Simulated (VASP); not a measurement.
Wanted: the native input for a VASP 6.6.1 run.

* Task: single point
* Functional: PBE
* Potentials or basis: VASP PAW PBE potentials, release 64 (Ti_sv, Te)
* Cutoff: 520 eV
* k mesh: 12 × 12 × 8
* Occupations: gaussian, width 0.15 eV
* Spin: no spin polarisation
* Dipole correction: no
* Further INCAR settings: ALGO = Normal; EDIFF = 1e-06; NBANDS = 19

The structure of TiTe2 lies in POSCAR:

```
TiTe2
1.0
    3.7770008876      0.0000000000      0.0000000000
   -1.8885004438      3.2709787188      0.0000000000
    0.0000000000      0.0000000000      6.4980000000
Ti Te
1 2
Direct
   -0.0105305139     -0.0210610278      0.0083022572
    0.6666666667      0.3333333333      0.2628000000
    0.3333333333      0.6666666667      0.7372000000
```

This cell differs from its parent crystal: all Ti atoms moved +0.087 Å, as atom 1 towards its neighbour atom 2 (Te) at 2.770 Å.

These files were run (other wordings do the same):

INCAR

```
PREC = Accurate
ENCUT = 520
EDIFF = 1E-6
ISMEAR = 0
SIGMA = 0.15
LREAL = False
LASPH = True
NELM = 100
ALGO = Normal
ISIF = 2
LWAVE = False
LCHARG = False
GGA = PE
NBANDS = 19
```

KPOINTS

```
regular mesh
0
Gamma
  12 12 8
```

Potentials or basis: VASP PAW PBE potentials, release 64 (Ti_sv, Te).

Launch:

```bash
$ cat potpaw_PBE.64/Ti_sv/POTCAR potpaw_PBE.64/Te/POTCAR > POTCAR
$ mpirun -np 1 vasp_std > vasp.out
```

Results of the run:

- Pressure: 1.1 GPa
- Largest force: 0.649 eV/Å
- Band gap on the k mesh: zero (bands 12 and 13 overlap by 0.64 eV)

Caveat: the cell differs from its parent crystal (all Ti atoms moved +0.087 Å, as atom 1 towards its neighbour atom 2 (Te) at 2.770 Å); spin-orbit coupling is left out, which moves the levels of the heavy elements; this functional lacks dispersion, which binds layers or chains, so the pressure and a relaxed spacing across them are unreliable.

It took 6.4 min on 1 thread of Intel(R) Xeon(R) Platinum 8259CL CPU @ 2.50GHz (Skylake/Cascade Lake), with other jobs on the host, peak memory 0.56 GiB.
